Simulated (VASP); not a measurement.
# Hf (Fm-3m) in VASP: single point with PBEsol

Aim: the single point of Hf with PBEsol.

All numbers are computed with VASP 6.6.1; they aren't measurements. Logs are shortened: lines on timing, memory, paths and dates and some standing lists are left out, and cuts for length are marked.

### 1 The cell of the first run

It takes space group Fm-3m (No. 225, cubic). Conventional cell: a = 4.418 Å, b = 4.418 Å, c = 4.418 Å, α = 90.00°, β = 90.00°, γ = 90.00°. Hf (site symmetry m-3m) has 12 Hf at 3.12 Å within 4.1 Å.

This isn't the form of Hf at room conditions, which is hcp.

### 2 Single point, PBEsol

Input file INCAR:

```
SYSTEM = Hf
PREC = Accurate
ENCUT = 500
EDIFF = 1E-6
ISMEAR = 0
SIGMA = 0.1
LREAL = .FALSE.
LASPH = .TRUE.
NELM = 120
ALGO = Normal
ISIF = 2
LWAVE = .FALSE.
LCHARG = .TRUE.
GGA = PS
LELF = .TRUE.
LVHAR = .TRUE.
NBANDS = 11
GGA_COMPAT = .FALSE.
```

Input file KPOINTS:

```
regular mesh
0
G
  6 6 6
  0 0 0
```

Input file POSCAR:

```
Hf
1.0
    0.0000000000      2.2088119274      2.2088119274
    2.2088119274      0.0000000000      2.2088119274
    2.2088119274      2.2088119274      0.0000000000
Hf
1
Direct
    0.0000000000      0.0000000000      0.0000000000
```

Potentials or basis: VASP PAW PBE potentials, release 64 (Hf_pv).

Command:

```
$ cat potpaw_PBE.64/Hf_pv/POTCAR > POTCAR
$ mpirun -np 1 vasp_std > vasp.out
```

OUTCAR:

```text
SYSTEM = Hf
   PREC = Accurate
   ENCUT = 500
   EDIFF = 1E-6
   ISMEAR = 0
   LREAL = .FALSE.
   LASPH = .TRUE.
   NELM = 120
   ISIF = 2
   GGA = PS

 ion  position               nearest neighbor table
   1  0.000  0.000  0.000-

  LATTYP: Found a face centered cubic cell.
 ALAT       =     4.4176238548

  Lattice vectors:

 A1 = (   0.0000000000,   2.2088119274,   2.2088119274)
 A2 = (   2.2088119274,   0.0000000000,   2.2088119274)
 A3 = (   2.2088119274,   2.2088119274,   0.0000000000)

Analysis of symmetry for initial positions (statically):
=====================================================================
 Subroutine PRICEL returns:
 Original cell was already a primitive cell.

 Routine SETGRP: Setting up the symmetry group for a
 face centered cubic supercell.

 Subroutine GETGRP returns: Found 48 space group operations
 (whereof 48 operations were pure point group operations)
 out of a pool of 48 trial point group operations.

The static configuration has the point symmetry O_h .

Analysis of symmetry for dynamics (positions and initial velocities):
=====================================================================
 Subroutine PRICEL returns:
 Original cell was already a primitive cell.

 Routine SETGRP: Setting up the symmetry group for a
 face centered cubic supercell.

 Subroutine GETGRP returns: Found 48 space group operations
 (whereof 48 operations were pure point group operations)
 out of a pool of 48 trial point group operations.

The dynamic configuration has the point symmetry O_h .

 Subroutine INISYM returns: Found 48 space group operations
 (whereof 48 operations are pure point group operations),
 and found     1 'primitive' translations

----------------------------------------------------------------------------------------

                                     Primitive cell

  volume of cell :      21.5529

  direct lattice vectors                    reciprocal lattice vectors
     0.000000000  2.208811927  2.208811927    -0.226366036  0.226366036  0.226366036
     2.208811927  0.000000000  2.208811927     0.226366036 -0.226366036  0.226366036
     2.208811927  2.208811927  0.000000000     0.226366036  0.226366036 -0.226366036

  length of vectors
     3.123731784  3.123731784  3.123731784     0.392077475  0.392077475  0.392077475

  position of ions in fractional coordinates (direct lattice)
     0.000000000  0.000000000  0.000000000

  ion indices of the primitive-cell ions
   primitive index   ion index
                 1           1

----------------------------------------------------------------------------------------

 KPOINTS: regular mesh

Automatic generation of k-mesh.
 Grid dimensions read from file:
 generate k-points for:    6    6    6

 Generating k-lattice:

  Cartesian coordinates                     Fractional coordinates (reciprocal lattice)
    -0.037727673  0.037727673  0.037727673     0.166666667  0.000000000  0.000000000
     0.037727673 -0.037727673  0.037727673     0.000000000  0.166666667  0.000000000
     0.037727673  0.037727673 -0.037727673     0.000000000  0.000000000  0.166666667

  Length of vectors
     0.065346246  0.065346246  0.065346246

  Shift w.r.t. Gamma in fractional coordinates (k-lattice)
     0.000000000  0.000000000  0.000000000

 Subroutine IBZKPT returns following result:
 ===========================================

 Found     16 irreducible k-points:

 Following reciprocal coordinates:
            Coordinates               Weight
  0.000000  0.000000  0.000000      1.000000
  0.166667  0.000000  0.000000      8.000000
  0.333333  0.000000  0.000000      8.000000
  0.500000  0.000000  0.000000      4.000000
  0.166667  0.166667  0.000000      6.000000
  0.333333  0.166667  0.000000     24.000000
[... 8 lines left out ...]
 -0.333333  0.333333  0.166667     24.000000
 -0.333333  0.500000  0.166667     12.000000
   k-points           NKPTS =     16   k-points in BZ     NKDIM =     16   number of bands    NBANDS=     11
   number of dos      NEDOS =    301   number of ions     NIONS =      1
   total plane-waves  NPLWV =  13824
   dimension x,y,z NGX =    24 NGY =   24 NGZ =   24
   dimension x,y,z NGXF=    48 NGYF=   48 NGZF=   48
   ions per type =               1
   NGX,Y,Z   is equivalent  to a cutoff of  12.77, 12.77, 12.77 a.u.
   NGXF,Y,Z  is equivalent  to a cutoff of  25.55, 25.55, 25.55 a.u.
 SYSTEM =  Hf
   PREC   = accura    normal or accurate (medium, high low for compatibility)
   ISTART =      0    job   : 0-new  1-cont  2-samecut
   ICHARG =      2    charge: 1-file 2-atom 10-const
   ISPIN  =      1    spin polarized calculation?
   LNONCOLLINEAR =      F non collinear calculations
   LSORBIT =      F    spin-orbit coupling
   LASPH  =      T    aspherical Exc in radial PAW
   ENCUT  =  500.0 eV  36.75 Ry    6.06 a.u.   5.70  5.70  5.70*2*pi/ulx,y,z
   NELM   =    120;   NELMIN=  2; NELMDL= -5     # of ELM steps
   EDIFF  = 0.1E-05   stopping-criterion for ELM
   LREAL  =      F    real-space projection
   EDIFFG = 0.1E-04   stopping-criterion for IOM
   NSW    =      0    number of steps for IOM
   IBRION =     -1    ionic relax: 0-MD 1-quasi-New 2-CG
   NFREE  =      0    steps in history (QN), initial steepest desc. (CG)
   ISIF   =      2    stress and relaxation
   ISYM   =      2    0-nonsym 1-usesym 2-fastsym
   POTIM  = 0.5000    time-step for ionic-motion
   TEBEG  =    0.0;   TEEND  =   0.0 temperature during run
   PSTRESS=    0.0 pullay stress
   NELECT =      10.0000    total number of electrons
   NUPDOWN=      -1.0000    fix difference up-down
   EMIN   =  10.00;   EMAX   =-10.00  energy-range for DOS
   EFERMI =   0.00;   METHOD = LEGACY
   ISMEAR =     0;   SIGMA  =   0.10  broadening in eV -4-tet -1-fermi 0-gaus
   EFERMI_NEDOS =   21; number of points for ismear=-14 and -15
   IALGO  =     38    algorithm
   IMIX   =      4    mixing-type and parameters
     AMIX     =   0.40;   BMIX     =  1.00
     AMIX_MAG =   1.60;   BMIX_MAG =  1.00
  volume/ion in A,a.u.               =      21.55       145.45
  Fermi-wavevector in a.u.,A,eV,Ry     =   1.267378  2.394997 21.854310  1.606246
  Thomas-Fermi vector in A             =   2.400529
   LORBIT       =      0    0 simple, 1 ext, 2 COOP (PROOUT), +10 PAW based schemes
   GGA     = PS    functional components
   LHFCALC =     F    Hartree Fock is set to
   AEXX    =    0.0000 exact exchange contribution
   IVDW    =     0    specifies the selected vdW correction
   LEPSILON=     F    determine dielectric tensor
   LRPA    =     F    only Hartree local field effects (RPA)
 non-spin polarized calculation
 Gauss-broadening in eV      SIGMA  =   0.10
  energy-cutoff  :      500.00
  volume of cell :       21.55
 maximum number of plane-waves:       568
   NGX = 11   NGY = 11   NGZ = 11

 number of electron      10.0000001 magnetization

 Free energy of the ion-electron system (eV)
  ---------------------------------------------------
  ext. energy  EPLUGINS =         0.00000000
  ---------------------------------------------------
  free energy    TOTEN  =       -10.44062396 eV

  energy without entropy =      -10.42966849  energy(sigma->0) =      -10.43514623

 E-fermi :   4.7772     XC(G=0): -11.5674

 val. band max:        4.6970898485   @ k =  -0.1667   0.1667   0.0000
 cond. band min:       4.8237761673   @ k =  -0.3333   0.3333   0.1667
 fundamental gap:      0.1266863189
 Fermi energy:         4.7772248197

 k-point     1 :       0.0000    0.0000    0.0000
  band No.  band energies     occupation
      1     -25.0032      2.00000
      2     -25.0032      2.00000
      3     -25.0032      2.00000
      4      -2.5026      2.00000
      5       6.2319      0.00000
      6       6.2319      0.00000
      7       6.2319      0.00000
      8       9.1579      0.00000
      9       9.1579      0.00000
     10      16.3142      0.00000
     11      17.9898      0.00000

 k-point     2 :       0.1667    0.0000    0.0000
  band No.  band energies     occupation
      1     -25.2479      2.00000
      2     -25.0342      2.00000
      3     -25.0342      2.00000
      4      -1.5424      2.00000
      5       5.4236      0.00000
      6       6.5889      0.00000
      7       6.5889      0.00000
      8       8.8545      0.00000
      9       8.8545      0.00000
     10      17.5687      0.00000
     11      17.9933      0.00000

 k-point     3 :       0.3333    0.0000    0.0000
  band No.  band energies     occupation
      1     -25.7100      2.00000
      2     -25.0955      2.00000
      3     -25.0955      2.00000
      4       0.3903      2.00000
      5       4.8555      0.26843
      6       6.3444      0.00000
      7       6.3444      0.00000
      8       9.9962      0.00000
      9       9.9962      0.00000
     10      15.4422      0.00000
     11      17.9766      0.00000

 k-point     4 :       0.5000    0.0000    0.0000
  band No.  band energies     occupation
      1     -25.9290      2.00000
      2     -25.1257      2.00000
      3     -25.1257      2.00000
      4       1.0768      2.00000
      5       5.5840      0.00000
      6       5.9984      0.00000
      7       5.9984      0.00000
      8      11.3953      0.00000
      9      11.3953      0.00000
     10      14.6664      0.00000
     11      15.9517      0.00000
[... 127 lines left out ...]
 k-point    14 :       0.5000    0.3333    0.1667
  band No.  band energies     occupation
      1     -25.6972      2.00000
      2     -25.3791      2.00000
      3     -25.2076      2.00000
      4       2.1609      2.00000
      5       3.8494      2.00000
      6       4.6905      1.78009
      7       8.2844      0.00000
      8       9.4978      0.00000
      9      12.3931      0.00000
     10      15.9186      0.00000
     11      18.0066      0.00000

 k-point    15 :      -0.3333    0.3333    0.1667
  band No.  band energies     occupation
      1     -25.7222      2.00000
      2     -25.4915      2.00000
      3     -25.2598      2.00000
      4       3.3243      2.00000
      5       3.4215      2.00000
      6       4.8238      0.51032
      7       7.7268      0.00000
      8      10.6884      0.00000
      9      13.4665      0.00000
     10      13.7751      0.00000
     11      17.9824      0.00000

 k-point    16 :      -0.3333    0.5000    0.1667
  band No.  band energies     occupation
      1     -25.7406      2.00000
      2     -25.4735      2.00000
      3     -25.3456      2.00000
      4       2.4474      2.00000
      5       3.4260      2.00000
      6       5.6806      0.00000
      7       8.3731      0.00000
      8      12.0673      0.00000
      9      13.8484      0.00000
     10      14.2801      0.00000
     11      15.0955      0.00000

------------------------ aborting loop because EDIFF is reached ----------------------------------------

  FORCE on cell =-STRESS in cart. coord.  units (eV):
  Direction    XX          YY          ZZ          XY          YZ          ZX
  --------------------------------------------------------------------------------------
  -------------------------------------------------------------------------------------
  Total       -0.0650253     -0.0650253     -0.0650253      0.0000000      0.0000000     -0.0000000
  in kB       -4.8337802     -4.8337802     -4.8337802      0.0000000      0.0000000     -0.0000000
  external PRESSURE =      -4.8337802 kB  Pullay stress =       0.0000000 kB

 VOLUME and BASIS-vectors are now :
 -----------------------------------------------------------------------------
  energy-cutoff  :      500.00
  volume of cell :       21.55
      direct lattice vectors                 reciprocal lattice vectors
     0.000000000  2.208811927  2.208811927    -0.226366036  0.226366036  0.226366036
     2.208811927  0.000000000  2.208811927     0.226366036 -0.226366036  0.226366036
     2.208811927  2.208811927  0.000000000     0.226366036  0.226366036 -0.226366036

 POSITION                                       TOTAL-FORCE (eV/Angst)
 -----------------------------------------------------------------------------------
      0.00000      0.00000      0.00000        -0.000000      0.000000      0.000000
 -----------------------------------------------------------------------------------
    total drift:                               -0.000000      0.000000     -0.000000

  FREE ENERGIE OF THE ION-ELECTRON SYSTEM (eV)
  ---------------------------------------------------
  free  energy   TOTEN  =       -10.4406239610 eV

  energy  without entropy=      -10.4296684926  energy(sigma->0) =      -10.43514623
```

Wall time 8.2 s (1 thread of Intel Xeon 8259CL, shared host); peak memory 0.13 GiB.

Results:

```yaml
Free_energy: -10.4406 eV
Pressure: -0.5 GPa
Band_gap_on_the_k_mesh: zero (bands 5 and 6 overlap by 1.54 eV)
```

Caveat: the k points lie up to 0.41 Å⁻¹ apart, too coarse for converged energies and pressures of a metal; the PAW data sets were made with another functional, which shifts forces and pressure a little; spin-orbit coupling is left out, which moves the levels of the heavy elements.
